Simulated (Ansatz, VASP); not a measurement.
## Two plane-wave programs on LaH3O3

```
CELL_PARAMETERS angstrom
6.39183 0.00000 0.00000
-3.19592 5.53549 0.00000
0.00000 0.00000 3.74685
ATOMIC_POSITIONS crystal
La 0.33333 0.66667 0.25000
La 0.66667 0.33333 0.75000
H 0.27669 0.13101 0.25000
H 0.14568 0.27669 0.75000
H 0.86899 0.14568 0.25000
H 0.72331 0.86899 0.75000
H 0.85432 0.72331 0.25000
H 0.13101 0.85432 0.75000
O 0.38624 0.30573 0.25000
O 0.08051 0.38624 0.75000
O 0.69427 0.08051 0.25000
O 0.61376 0.69427 0.75000
O 0.91949 0.61376 0.25000
O 0.30573 0.91949 0.75000
```

Alike in both runs: functional LDA; k mesh 6 × 6 × 6; occupations gaussian, width 0.02 eV; no spin polarisation.

Ansatz relaxed the structure, and its values are those at the end. VASP's run is a single point on that final structure, the one shown.

|  | VASP | Ansatz |
| --- | --- | --- |
| version | VASP 6.6.1 | Ansatz 0.2.0 |
| potentials or method | VASP PAW LDA potentials, release 64 (La, H_h, O_h), cutoff 910 eV | scalar-relativistic, plane waves, PAW |
| valence electrons in the cell | 64 | 64 |

|  | VASP | Ansatz | Ansatz less VASP |
| --- | --- | --- | --- |
| gap on the k mesh at the Fermi level (eV) | 3.70 | 3.70 | -0.001 |
| least direct gap on the mesh (eV) | 3.70 | 3.70 | -0.001 |
| rms of the force components (eV/Å) | 0.040 | 0.002 | -0.0376 |

LDA's correlation is that of Perdew and Zunger in VASP and of Perdew and Wang (1992) in Ansatz.

Neither program's run includes spin-orbit coupling. Noted on VASP's run: the cutoff is under 1.25 times that of the potentials, so the pressure is a little rough.
